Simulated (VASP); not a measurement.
# Al3Au (I4/mmm) in VASP: further runs, part 2 of 3

VASP 6.6.1. The steps go on from the part before.

### 4 Single point, PBEsol

Input file INCAR:

```
ALGO = Fast
EDIFF = 1E-7
ENCUT = 520
GGA = PS
ISIF = 2
ISMEAR = -1
LASPH = T
LCHARG = F
LREAL = F
LWAVE = F
NBANDS = 18
NELM = 80
PREC = Accurate
SIGMA = 0.05
```

Input file KPOINTS:

```
k-points
0
Gamma
  5 5 5
```

Input file POSCAR:

```
Al3Au
1.0
   -2.0253330000      2.0253330000      4.0566000000
    2.0253330000     -2.0253330000      4.0566000000
    2.0253330000      2.0253330000     -4.0566000000
Au Al
1 3
Direct
    0.0000000000      0.0000000000      0.0000000000
    0.5000000000      0.5000000000      0.0000000000
    0.2500000000      0.7500000000      0.5000000000
    0.7500000000      0.2500000000      0.5000000000
```

Potentials or basis: VASP PAW PBE potentials, release 64 (Au, Al).

Started as:

```bash
cat potpaw_PBE.64/Au/POTCAR potpaw_PBE.64/Al/POTCAR > POTCAR
mpirun -np 1 vasp_std > vasp.out
```

OUTCAR:

```text
EDIFF = 1E-7
   ENCUT = 520
   GGA = PS
   ISIF = 2
   ISMEAR = -1
   LASPH = T
   LREAL = F
   NELM = 80
   PREC = Accurate

 ion  position               nearest neighbor table
   1  0.000  0.000  0.000-   2 2.86   2 2.86   2 2.86   2 2.86   4 2.87   3 2.87   4 2.87   3 2.87
                             4 2.87   4 2.87   3 2.87   3 2.87
   2  0.500  0.500  0.000-   1 2.86   1 2.86   1 2.86   1 2.86   4 2.87   3 2.87   4 2.87   4 2.87
                             3 2.87   3 2.87   4 2.87   3 2.87
   3  0.250  0.750  0.500-   4 2.86   4 2.86   4 2.86   4 2.86   2 2.87   1 2.87   2 2.87   2 2.87
                             1 2.87   1 2.87   2 2.87   1 2.87
   4  0.750  0.250  0.500-   3 2.86   3 2.86   3 2.86   3 2.86   2 2.87   1 2.87   2 2.87   1 2.87
                             2 2.87   2 2.87   1 2.87   1 2.87

  LATTYP: Found a body centered tetragonal cell.
 ALAT       =     4.0506660000
 C/A-ratio  =     2.0029298886

  Lattice vectors:

 A1 = (  -2.0253330000,   2.0253330000,   4.0566000000)
 A2 = (   2.0253330000,  -2.0253330000,   4.0566000000)
 A3 = (   2.0253330000,   2.0253330000,  -4.0566000000)

Analysis of symmetry for initial positions (statically):
=====================================================================
 Subroutine PRICEL returns:
 Original cell was already a primitive cell.

 Routine SETGRP: Setting up the symmetry group for a
 body centered tetragonal supercell.

 Subroutine GETGRP returns: Found 16 space group operations
 (whereof 16 operations were pure point group operations)
 out of a pool of 16 trial point group operations.

The static configuration has the point symmetry D_4h.

Analysis of symmetry for dynamics (positions and initial velocities):
=====================================================================
 Subroutine PRICEL returns:
 Original cell was already a primitive cell.

 Routine SETGRP: Setting up the symmetry group for a
 body centered tetragonal supercell.

 Subroutine GETGRP returns: Found 16 space group operations
 (whereof 16 operations were pure point group operations)
 out of a pool of 16 trial point group operations.

The dynamic configuration has the point symmetry D_4h.

 Subroutine INISYM returns: Found 16 space group operations
 (whereof 16 operations are pure point group operations),
 and found     1 'primitive' translations

----------------------------------------------------------------------------------------

                                     Primitive cell

  volume of cell :      66.5603

  direct lattice vectors                    reciprocal lattice vectors
    -2.025333000  2.025333000  4.056600000     0.000000000  0.246872983  0.123255929
     2.025333000 -2.025333000  4.056600000     0.246872983  0.000000000  0.123255929
     2.025333000  2.025333000 -4.056600000     0.246872983  0.246872983  0.000000000

  length of vectors
     4.965878682  4.965878682  4.965878682     0.275931683  0.275931683  0.349131121

  position of ions in fractional coordinates (direct lattice)
     0.000000000  0.000000000  0.000000000
     0.500000000  0.500000000  0.000000000
     0.250000000  0.750000000  0.500000000
     0.750000000  0.250000000  0.500000000

  ion indices of the primitive-cell ions
   primitive index   ion index
[... 28 lines left out ...]

 Found     18 irreducible k-points:

 Following reciprocal coordinates:
            Coordinates               Weight
  0.000000  0.000000  0.000000      1.000000
  0.200000  0.000000 -0.000000      8.000000
  0.400000 -0.000000  0.000000      8.000000
  0.200000  0.200000 -0.000000      8.000000
  0.400000  0.200000 -0.000000     16.000000
 -0.400000  0.200000  0.000000     16.000000
[... 10 lines left out ...]
 -0.400000  0.400000  0.400000      4.000000
 -0.400000 -0.400000  0.400000      2.000000
   k-points           NKPTS =     18   k-points in BZ     NKDIM =     18   number of bands    NBANDS=     18
   number of dos      NEDOS =    301   number of ions     NIONS =      4
   total plane-waves  NPLWV =  64000
   dimension x,y,z NGX =    40 NGY =   40 NGZ =   40
   dimension x,y,z NGXF=    80 NGYF=   80 NGZF=   80
   ions per type =               1   3
   NGX,Y,Z   is equivalent  to a cutoff of  13.39, 13.39, 13.39 a.u.
   NGXF,Y,Z  is equivalent  to a cutoff of  26.78, 26.78, 26.78 a.u.
 SYSTEM =  unknown system
   PREC   = accura    normal or accurate (medium, high low for compatibility)
   ISTART =      0    job   : 0-new  1-cont  2-samecut
   ICHARG =      2    charge: 1-file 2-atom 10-const
   ISPIN  =      1    spin polarized calculation?
   LNONCOLLINEAR =      F non collinear calculations
   LSORBIT =      F    spin-orbit coupling
   LASPH  =      T    aspherical Exc in radial PAW
   ENCUT  =  520.0 eV  38.22 Ry    6.18 a.u.   9.23  9.23  9.23*2*pi/ulx,y,z
   NELM   =     80;   NELMIN=  2; NELMDL= -5     # of ELM steps
   EDIFF  = 0.1E-06   stopping-criterion for ELM
   LREAL  =      F    real-space projection
   EDIFFG = 0.1E-05   stopping-criterion for IOM
   NSW    =      0    number of steps for IOM
   IBRION =     -1    ionic relax: 0-MD 1-quasi-New 2-CG
   NFREE  =      0    steps in history (QN), initial steepest desc. (CG)
   ISIF   =      2    stress and relaxation
   ISYM   =      2    0-nonsym 1-usesym 2-fastsym
   POTIM  = 0.5000    time-step for ionic-motion
   TEBEG  =    0.0;   TEEND  =   0.0 temperature during run
   PSTRESS=    0.0 pullay stress
   NELECT =      20.0000    total number of electrons
   NUPDOWN=      -1.0000    fix difference up-down
   EMIN   =  10.00;   EMAX   =-10.00  energy-range for DOS
   EFERMI =   0.00;   METHOD = LEGACY
   ISMEAR =    -1;   SIGMA  =   0.05  broadening in eV -4-tet -1-fermi 0-gaus
   EFERMI_NEDOS =   21; number of points for ismear=-14 and -15
   IALGO  =     68    algorithm
   IMIX   =      4    mixing-type and parameters
     AMIX     =   0.40;   BMIX     =  1.00
     AMIX_MAG =   1.60;   BMIX_MAG =  1.00
  volume/ion in A,a.u.               =      16.64       112.29
  Fermi-wavevector in a.u.,A,eV,Ry     =   1.096511  2.072106 16.358791  1.202337
  Thomas-Fermi vector in A             =   2.232855
   LORBIT       =      0    0 simple, 1 ext, 2 COOP (PROOUT), +10 PAW based schemes
   GGA     = PS    functional components
   LHFCALC =     F    Hartree Fock is set to
   AEXX    =    0.0000 exact exchange contribution
   IVDW    =     0    specifies the selected vdW correction
   LEPSILON=     F    determine dielectric tensor
   LRPA    =     F    only Hartree local field effects (RPA)
 non-spin polarized calculation
 RMM-DIIS sequential band-by-band and
  energy-cutoff  :      520.00
  volume of cell :       66.56
 maximum number of plane-waves:      1816
 NGX is ok and might be reduce to    40
   NGX = 19   NGY = 19   NGZ = 19

 number of electron      19.9999999 magnetization

 Free energy of the ion-electron system (eV)
  ---------------------------------------------------
  ext. energy  EPLUGINS =         0.00000000
  ---------------------------------------------------
  free energy    TOTEN  =       -16.70669918 eV

  energy without entropy =      -16.69530678  energy(sigma->0) =      -16.70100298

 E-fermi :   8.6270     XC(G=0): -10.9282

 val. band max:        8.5256601799   @ k =  -0.2000  -0.2000   0.2000
 cond. band min:       8.6453792677   @ k =   0.2000   0.0000  -0.0000
 fundamental gap:      0.1197190878
 Fermi energy:         8.6269574387

 k-point     1 :       0.0000    0.0000    0.0000
  band No.  band energies     occupation
      1      -2.5275      2.00000
      2       2.6528      2.00000
      3       2.7163      2.00000
      4       2.9264      2.00000
      5       2.9264      2.00000
      6       3.4304      2.00000
[... 355 lines left out ...]
      5       3.3181      2.00000
      6       3.4788      2.00000
[... 10 lines left out ...]
     17      16.0531      0.00000
     18      16.0551      0.00000

------------------------ aborting loop because EDIFF is reached ----------------------------------------

  FORCE on cell =-STRESS in cart. coord.  units (eV):
  Direction    XX          YY          ZZ          XY          YZ          ZX
  --------------------------------------------------------------------------------------
  -------------------------------------------------------------------------------------
  Total       -1.0487079     -1.0487079     -1.2836420      0.0000000     -0.0000000      0.0000000
  in kB      -25.2435298    -25.2435298    -30.8986446      0.0000000     -0.0000000      0.0000000
  external PRESSURE =     -27.1285681 kB  Pullay stress =       0.0000000 kB

 VOLUME and BASIS-vectors are now :
 -----------------------------------------------------------------------------
  energy-cutoff  :      520.00
  volume of cell :       66.56
      direct lattice vectors                 reciprocal lattice vectors
    -2.025333000  2.025333000  4.056600000     0.000000000  0.246872983  0.123255929
     2.025333000 -2.025333000  4.056600000     0.246872983  0.000000000  0.123255929
     2.025333000  2.025333000 -4.056600000     0.246872983  0.246872983  0.000000000

 POSITION                                       TOTAL-FORCE (eV/Angst)
 -----------------------------------------------------------------------------------
      0.00000      0.00000      0.00000        -0.000000      0.000000     -0.000000
      0.00000      0.00000      4.05660        -0.000000      0.000000     -0.000000
      2.02533      0.00000      2.02830        -0.000000      0.000000      0.000000
      0.00000      2.02533      2.02830         0.000000     -0.000000      0.000000
 -----------------------------------------------------------------------------------
    total drift:                               -0.000000     -0.000000      0.000000

  FREE ENERGIE OF THE ION-ELECTRON SYSTEM (eV)
  ---------------------------------------------------
  free  energy   TOTEN  =       -16.7066991767 eV

  energy  without entropy=      -16.6953067845  energy(sigma->0) =      -16.70100298
```

It took 17 s on 1 thread of Intel Xeon 6975P-C (Granite Rapids), shared host; peak memory 0.24 GiB.

Results:

| Property | Result |
| --- | --- |
| Free energy | -16.7067 eV |
| Pressure | -2.7 GPa |
| Band gap on the k mesh | zero (band 10 reaches 10.50 eV, above the bottom of band 11 at 7.21 eV) |

Stress tensor (GPa, compression positive):
```
-2.52  0.00  0.00
 0.00 -2.52  0.00
 0.00  0.00 -3.09
```

Caveat: the k points lie up to 0.44 Å⁻¹ apart; the PAW data sets were made with another functional, which shifts forces and pressure a little; spin-orbit coupling is left out, which moves the levels of the heavy elements.

### 5 Single point, RPBE

Input file INCAR:

```
PREC = Accurate
ENCUT = 520
EDIFF = 1E-6
ISMEAR = -1
SIGMA = 0.05
LREAL = False
LASPH = True
NELM = 80
ALGO = Normal
ISIF = 2
LWAVE = False
LCHARG = False
GGA = RP
NBANDS = 18
```

Input file KPOINTS:

```
Automatic mesh
0
Gamma
  5 5 5
```

POSCAR is that of step 4.

Started as:

```bash
cat potpaw_PBE.64/Au/POTCAR potpaw_PBE.64/Al/POTCAR > POTCAR
mpirun -np 1 vasp_std > vasp.out
```

Wall time 13 s (1 thread of Intel Xeon 6975P-C (Granite Rapids), shared host); peak memory 0.23 GiB.

Results (log left out):

```
Free energy            : -13.5777 eV
Pressure               : 2.1 GPa
Band gap on the k mesh : zero (band 10 reaches 10.68 eV, above the bottom of band 11 at 7.40 eV)
```

Stress tensor (GPa, compression positive):
```
2.28 0.00 0.00
0.00 2.28 0.00
0.00 0.00 1.81
```

Levels at points of the mesh, in eV from the Fermi level:
| k point | band 6 | band 7 | band 8 | band 9 | band 10 | band 11 | band 12 | band 13 |
| --- | --- | --- | --- | --- | --- | --- | --- | --- |
| (0.00, 0.00, 0.00) | -5.20 | -2.56 | 0.11 | 0.11 | 0.47 | 0.87 | 0.88 | 0.88 |

Caveat: the k points lie up to 0.44 Å⁻¹ apart; the PAW data sets were made with another functional, which shifts forces and pressure a little; spin-orbit coupling is left out, which moves the levels of the heavy elements.

(Continued in part 3 of 3.)
